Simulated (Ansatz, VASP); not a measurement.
# AlN: VASP beside Ansatz

```
Al N
1.0
     3.20433    0.00000    0.00000
    -1.60217    2.77503    0.00000
     0.00000    0.00000    4.97800
Al N
2 2
Direct
  0.33333 0.66667 0.00000
  0.66667 0.33333 0.50000
  0.33333 0.66667 0.38500
  0.66667 0.33333 0.88500
```

Change from the starting cell: equal xx and yy strain of +3 %, PAW files.

Alike in both runs: task electric field gradients; functional PBEsol; k mesh 11 × 11 × 6; occupations fermi-dirac, width 0.02 eV; no spin polarisation.

|  | VASP | Ansatz |
| --- | --- | --- |
| version | VASP 6.6.1 | Ansatz 0.2.0 |
| potentials or method | VASP PAW PBE potentials, release 64 (Al, N) | PAW with Ansatz's default frozen-core files, scalar-relativistic |
| plane-wave cutoff (eV) | 520 | 420 |
| valence electrons in the cell | 16 | 16 |

Ansatz gave:

- gap on the k mesh at the Fermi level (eV): 3.50
- pressure (GPa): -10.3
- traceless stress, the component that is largest in VASP (GPa): 6.00
- rms of the force components (eV/Å): 0.056
- size of Vzz on the site where it differs most (V/Å²): 1.6

Q: Which values does VASP return?

A: gap on the k mesh at the Fermi level (eV): 3.51; pressure (GPa): -10.4; traceless stress, the component that is largest in VASP (GPa): 6.07; rms of the force components (eV/Å): 0.058; size of Vzz on the site where it differs most (V/Å²): 1.3.

VASP's potentials were made for PBE, not for PBEsol. Atom by atom the forces differ by 0.002 eV/Å (rms over components). With one functional, cell and mesh, what is left measures potentials, basis and numerics.
